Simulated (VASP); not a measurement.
Input of a VASP 6.6.1 run:

POSCAR

```
PbS
1.0
    0.0000000000      3.0044370250      3.0044370250
    3.0044370250      0.0000000000      3.0044370250
    3.0044370250      3.0044370250      0.0000000000
Pb S
1 1
Direct
    0.0000000000      0.0000000000      0.0000000000
    0.5000000000      0.5000000000      0.5000000000
```

Contents of INCAR.step1:

```
ALGO = Normal
EDIFF = 1E-8
ENCUT = 500
GGA = PE
ISMEAR = 0
LASPH = T
LCHARG = F
LREAL = F
LWAVE = T
NELM = 60
PREC = Accurate
SIGMA = 0.01
```

Contents of INCAR.step2:

```
ALGO = Exact
EDIFF = 1E-8
ENCUT = 500
GGA = PE
ISMEAR = 0
ISTART = 1
LASPH = T
LCHARG = F
LOPTICS = T
LREAL = F
LWAVE = T
NBANDS = 237
NELM = 1
PREC = Accurate
SIGMA = 0.01
```

Contents of INCAR.step3:

```
ALGO = EVGW0
EDIFF = 1E-8
ENCUT = 500
ENCUTGW = 150.0
GGA = PE
ISMEAR = 0
ISTART = 1
LASPH = T
LCHARG = F
LREAL = F
LWAVE = F
NBANDS = 237
NBANDSGW = 19
NELMGW = 1
NOMEGA = 96
OMEGAMAX = 20
PREC = Accurate
PRECFOCK = Fast
SIGMA = 0.01
```

Contents of KPOINTS:

```
k-points
0
Gamma
  4 4 4
```

Potentials or basis: VASP PAW PBE potentials, release 64 (Pb_d_GW, S_GW).

Launch:

```bash
$ cat potpaw_PBE.64/Pb_d_GW/POTCAR potpaw_PBE.64/S_GW/POTCAR > POTCAR
$ cp INCAR.step1 INCAR
$ mpirun -np 1 vasp_std > vasp.out
$ cp INCAR.step2 INCAR
$ mpirun -np 1 vasp_std > vasp.out
$ cp INCAR.step3 INCAR
$ mpirun -np 1 vasp_std > vasp.out
```

Q: Estimate the quasiparticle gap.

A: 0.82 eV.

Q: What does it give for the least direct quasiparticle gap?

A: 0.82 eV.

Q: What does it give for the band gap of the starting levels on the mesh?

A: 0.50 eV.

Q: Estimate the least direct gap of the starting levels on the mesh.

A: 0.50 eV.

Caveat: the k points lie up to 0.45 Å⁻¹ apart; bands, screening cutoff and mesh are small and nothing is extrapolated, so the quasiparticle values aren't converged; spin-orbit coupling is left out, which moves the levels of the heavy elements.
